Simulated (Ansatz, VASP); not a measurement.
## One calculation of Ag, two programs

Contents of INCAR:

```
PREC     = Accurate       # precision mode
ENCUT    = 520            # plane-wave cutoff, eV
EDIFF    = 1E-6           # SCF threshold, eV
ISMEAR   = -1             # smearing method
SIGMA    = 0.1            # smearing width, eV
LREAL    = F              # projectors in reciprocal space
LASPH    = T              # aspherical terms in the spheres
NELM     = 60             # most SCF steps
ALGO     = Normal         # electronic algorithm
ISIF     = 2              # what is computed and relaxed
LWAVE    = F              # write WAVECAR
LCHARG   = T              # write CHGCAR
GGA      = RE             # functional
LELF     = T              # ELF
LVHAR    = T            
NBANDS   = 12             # bands
```

KPOINTS

```
regular mesh
0
Gamma
  21 21 21
```

File POSCAR:

```
Ag
1.0
    0.0000000000      2.1510790360      2.1510790360
    2.1510790360      0.0000000000      2.1510790360
    2.1510790360      2.1510790360      0.0000000000
Ag
1
Direct
    0.0000000000      0.0000000000      0.0000000000
```

Input for Ansatz:

```yaml
crystal:
  lattice:
    - [0.0, 2.1510790418, 2.1510790418]
    - [2.1510790418, 0.0, 2.1510790418]
    - [2.1510790418, 2.1510790418, 0.0]
  atoms:
    - { symbol: Ag, position: [0.0, 0.0, 0.0] }
hamiltonian:
  xc: revpbe
  pseudopotentials:
    kind: paw
    azcp:
      Ag: "pseudopotentials/Ag.paw.azcp"
basis:
  ecutwfc: 420
  fft_grid_basis: typed
kpoints:
  mp_grid: { grid: [21, 21, 21], shift: [0, 0, 0] }
magnetization:
  spin_polarized: false
scf:
  occupations: { method: fermi_dirac, width: 0.1 }
output:
  stress: true
```

Alike in both runs: task single point; functional revPBE; k mesh 21 × 21 × 21; occupations fermi-dirac, width 0.1 eV; no spin polarisation.

|  | VASP | Ansatz |
| --- | --- | --- |
| version | VASP 6.6.1 | Ansatz 0.2.0 |
| potentials or method | VASP PAW PBE potentials, release 64 (Ag), cutoff 520 eV | plane waves (420 eV) with PAW, scalar-relativistic |
| valence electrons in the cell | 11 | 19 |

|  | VASP | Ansatz | Ansatz less VASP |
| --- | --- | --- | --- |
| pressure (GPa) | -4.8 | -4.8 | +0.02 |

VASP's potentials were made for PBE, not for revPBE. VASP's potentials hold 11 valence electrons a cell and Ansatz's 19, so a difference there can come from the potentials and not from the codes.
